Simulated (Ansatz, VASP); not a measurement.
Se in VASP and in Ansatz

```
Se
1.0
     3.64650    0.00000    0.00000
    -1.82325    3.15796    0.00000
     0.00000    0.00000    3.82963
Se
2
Direct
  0.33333 0.66667 0.25000
  0.66667 0.33333 0.75000
```

Alike in both runs: functional r2SCAN; k mesh 12 × 12 × 6; occupations fermi-dirac, width 0.1 eV; no spin polarisation.

Ansatz relaxed the structure, and its values are those at the end. VASP's run is a single point on that final structure, the one shown.

|  | VASP | Ansatz |
| --- | --- | --- |
| version | VASP 6.6.1 | Ansatz 0.2.0 |
| potentials or method | VASP PAW PBE potentials, release 64 (Se), cutoff 520 eV | plane waves (500 eV) with PAW, scalar-relativistic |
| valence electrons in the cell | 12 | 32 |

|  | VASP | Ansatz | Ansatz less VASP |
| --- | --- | --- | --- |
| pressure (GPa) | -0.1 | 0.0 | +0.07 |

VASP's potentials were made for PBE, not for r2SCAN. The functional is the same, so the differences come from potentials, cutoffs and numerics. VASP's potentials hold 12 valence electrons a cell and Ansatz's 32, so a difference there can come from the potentials and not from the codes.
